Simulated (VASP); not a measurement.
# ZrC (Fm-3m) in VASP: a series of runs, part 2 of 2

VASP 6.6.1. Earlier steps stand in the parts before.

## 3. Single point, r2SCAN (13.34 Å³/atom)

This run uses another cell than the first one, of 13.34 Å³/atom.

POSCAR reads:

```
ZrC
1.0
    0.0000000000      2.3714773963      2.3714773963
    2.3714773963      0.0000000000      2.3714773963
    2.3714773963      2.3714773963      0.0000000000
Zr C
1 1
Direct
    0.5000000000      0.5000000000      0.5000000000
    0.0000000000      0.0000000000      0.0000000000
```

INCAR.step1 reads:

```
SYSTEM = ZrC
ALGO = Normal
EDIFF = 1E-5
ENCUT = 660
GGA = PE
GGA_COMPAT = .False.
ISMEAR = 0
LASPH = .True.
LCHARG = .False.
LREAL = .False.
LWAVE = .True.
NBANDS = 15
NELM = 120
PREC = Accurate
SIGMA = 0.05
```

INCAR.step2 reads:

```
SYSTEM = ZrC
ALGO = Normal
EDIFF = 1E-6
ENCUT = 660
GGA_COMPAT = .False.
ISIF = 2
ISMEAR = 0
ISTART = 1
LASPH = .True.
LCHARG = .False.
LMIXTAU = .True.
LREAL = .False.
LWAVE = .False.
METAGGA = R2SCAN
NBANDS = 15
NELM = 120
PREC = Accurate
SIGMA = 0.05
```

KPOINTS reads:

```
k-points
0
Gamma
  12 12 12
  0 0 0
```

Potentials or basis: VASP PAW PBE potentials, release 64 (Zr_sv, C).

Launch:

```bash
cat potpaw_PBE.64/Zr_sv/POTCAR potpaw_PBE.64/C/POTCAR > POTCAR
cp INCAR.step1 INCAR
mpirun -np 1 vasp_std > vasp.out
cp INCAR.step2 INCAR
mpirun -np 1 vasp_std > vasp.out
```

OUTCAR:

```text
SYSTEM = ZrC
   EDIFF = 1E-6
   ENCUT = 660
   ISIF = 2
   ISMEAR = 0
   ISTART = 1
   LASPH = .True.
   LREAL = .False.
   METAGGA = R2SCAN
   NELM = 120
   PREC = Accurate

 ion  position               nearest neighbor table
   1  0.500  0.500  0.500-   2 2.37   2 2.37   2 2.37   2 2.37   2 2.37   2 2.37
   2  0.000  0.000  0.000-   1 2.37   1 2.37   1 2.37   1 2.37   1 2.37   1 2.37

  LATTYP: Found a face centered cubic cell.
 ALAT       =     4.7429547926

  Lattice vectors:

 A1 = (   0.0000000000,   2.3714773963,   2.3714773963)
 A2 = (   2.3714773963,   0.0000000000,   2.3714773963)
 A3 = (   2.3714773963,   2.3714773963,   0.0000000000)
[... 610 lines left out ...]
     13      19.0134      0.00000
     14      19.2034      0.00000
     15      23.1828      0.00000

 [... further k-points ...]
[... 5 lines left out ...]
  --------------------------------------------------------------------------------------
  -------------------------------------------------------------------------------------
  Total       -0.7139999     -0.7139999     -0.7139999      0.0000000      0.0000000      0.0000000
  in kB      -42.8866170    -42.8866170    -42.8866170      0.0000000      0.0000000      0.0000000
  external PRESSURE =     -42.8866170 kB  Pullay stress =       0.0000000 kB

 VOLUME and BASIS-vectors are now :
 -----------------------------------------------------------------------------
  energy-cutoff  :      660.00
  volume of cell :       26.67
      direct lattice vectors                 reciprocal lattice vectors
     0.000000000  2.371477396  2.371477396    -0.210839033  0.210839033  0.210839033
     2.371477396  0.000000000  2.371477396     0.210839033 -0.210839033  0.210839033
     2.371477396  2.371477396  0.000000000     0.210839033  0.210839033 -0.210839033

 POSITION                                       TOTAL-FORCE (eV/Angst)
 -----------------------------------------------------------------------------------
      2.37148      2.37148      2.37148        -0.000000     -0.000000      0.000000
      0.00000      0.00000      0.00000         0.000000      0.000000     -0.000000
 -----------------------------------------------------------------------------------
    total drift:                                0.000000      0.000000      0.000000

  FREE ENERGIE OF THE ION-ELECTRON SYSTEM (eV)
  ---------------------------------------------------
  free  energy   TOTEN  =       -34.7184530322 eV

  energy  without entropy=      -34.7178982151  energy(sigma->0) =      -34.71817562
```

OUTCAR.step1:

```text
SYSTEM = ZrC
   EDIFF = 1E-5
   ENCUT = 660
   GGA = PE
   ISMEAR = 0
   LASPH = .True.
   LREAL = .False.
[... 652 lines left out ...]
      2.37148      2.37148      2.37148        -0.000000      0.000000     -0.000000
      0.00000      0.00000      0.00000         0.000000     -0.000000      0.000000
 -----------------------------------------------------------------------------------
    total drift:                                0.000000      0.000000      0.000000

  FREE ENERGIE OF THE ION-ELECTRON SYSTEM (eV)
  ---------------------------------------------------
  free  energy   TOTEN  =       -19.4556708110 eV

  energy  without entropy=      -19.4550518780  energy(sigma->0) =      -19.45536134
```

Wall time 74 s (1 thread of Intel Xeon 6975P-C (Granite Rapids), shared host); peak memory 0.19 GiB.

What came out:

```yaml
Free_energy: -34.7185 eV
Pressure: -4.3 GPa
Band_gap_on_the_k_mesh: zero (bands 8 and 9 overlap by 1.31 eV)
```

Levels at points of the mesh, in eV from the Fermi level:
| k point | band 4 | band 5 | band 6 | band 7 | band 8 | band 9 | band 10 | band 11 | band 12 | band 13 |
| --- | --- | --- | --- | --- | --- | --- | --- | --- | --- | --- |
| (0.00, 0.00, 0.00) | -27.06 | -12.05 | 0.81 | 0.81 | 0.81 | 1.19 | 1.19 | 1.19 | 2.78 | 2.78 |
| (0.50, 0.00, 0.00) | -27.13 | -9.07 | -5.47 | -3.12 | -3.12 | 4.56 | 4.56 | 5.43 | 6.75 | 10.23 |
| (0.50, 0.50, 0.00) | -27.32 | -10.89 | -2.35 | -1.65 | -0.13 | -0.13 | 4.37 | 5.68 | 5.68 | 7.87 |

Caveat: the cell stands under tension; the PAW data sets were made with another functional, which shifts forces and pressure a little.

## 4. Single point, r2SCAN (13.60 Å³/atom)

This run uses another cell than the first one, of 13.60 Å³/atom.

POSCAR reads:

```
ZrC
1.0
    0.0000000000      2.3868770316      2.3868770316
    2.3868770316      0.0000000000      2.3868770316
    2.3868770316      2.3868770316      0.0000000000
Zr C
1 1
Direct
    0.5000000000      0.5000000000      0.5000000000
    0.0000000000      0.0000000000      0.0000000000
```

INCAR.step1 reads:

```
SYSTEM = ZrC
  PREC = Accurate
  ENCUT = 660
  ISMEAR = 0
  SIGMA = 0.05
  LREAL = .FALSE.
  LASPH = .TRUE.
  NELM = 120
  NBANDS = 15
  GGA = PE
  ALGO = Normal
  EDIFF = 1E-5
  LWAVE = .TRUE.
  LCHARG = .FALSE.
  GGA_COMPAT = .FALSE.
```

INCAR.step2 reads:

```
SYSTEM = ZrC
  PREC = Accurate
  ENCUT = 660
  EDIFF = 1E-6
  ISMEAR = 0
  SIGMA = 0.05
  LREAL = .FALSE.
  LASPH = .TRUE.
  NELM = 120
  ALGO = Normal
  ISIF = 2
  LWAVE = .FALSE.
  LCHARG = .FALSE.
  METAGGA = R2SCAN
  LMIXTAU = .TRUE.
  NBANDS = 15
  ISTART = 1
  GGA_COMPAT = .FALSE.
```

KPOINTS reads:

```
Automatic mesh
0
G
  12 12 12
  0 0 0
```

Launch:

```bash
cat potpaw_PBE.64/Zr_sv/POTCAR potpaw_PBE.64/C/POTCAR > POTCAR
cp INCAR.step1 INCAR
mpirun -np 1 vasp_std > vasp.out
cp INCAR.step2 INCAR
mpirun -np 1 vasp_std > vasp.out
```

It took 59 s on 1 thread of Intel Xeon 6975P-C (Granite Rapids), shared host; peak memory 0.19 GiB.

It converged, with:

```yaml
Free_energy: -34.6983 eV
Pressure: -8.3 GPa
Band_gap_on_the_k_mesh: zero (bands 8 and 9 overlap by 1.26 eV)
```

Levels at points of the mesh, in eV from the Fermi level:
| k point | band 4 | band 5 | band 6 | band 7 | band 8 | band 9 | band 10 | band 11 | band 12 | band 13 |
| --- | --- | --- | --- | --- | --- | --- | --- | --- | --- | --- |
| (0.00, 0.00, 0.00) | -27.15 | -11.97 | 0.81 | 0.81 | 0.81 | 1.18 | 1.18 | 1.18 | 2.72 | 2.72 |
| (0.50, 0.00, 0.00) | -27.22 | -9.09 | -5.40 | -3.06 | -3.06 | 4.45 | 4.45 | 5.31 | 6.66 | 10.00 |
| (0.50, 0.50, 0.00) | -27.40 | -10.81 | -2.38 | -1.59 | -0.15 | -0.15 | 4.26 | 5.54 | 5.54 | 7.63 |

Caveat: the cell stands under tension; the PAW data sets were made with another functional, which shifts forces and pressure a little.

## 5. Summary

| cell | smearing | gap on the mesh (eV) | pressure (GPa) |
| --- | --- | --- | --- |
| a = 3.332 Å, angles 60.0°, 2 atoms | methfessel-paxton 0.05 eV | none | 0.1 |
| a = 3.354 Å, angles 60.0°, 2 atoms | gaussian 0.05 eV | none | -4.3 |
| a = 3.376 Å, angles 60.0°, 2 atoms | gaussian 0.05 eV | none | -8.3 |

Alike in all rows: task single point; level r2SCAN; potentials or basis VASP PAW PBE potentials, release 64 (Zr_sv, C); no spin polarisation; k mesh 12 × 12 × 12; cutoff (eV) 660.

Caveats: the PAW data sets were made with another functional, which shifts forces and pressure a little; the cell stands under tension (at least some runs).

Absolute energies hang on the potentials; compare differences alone.
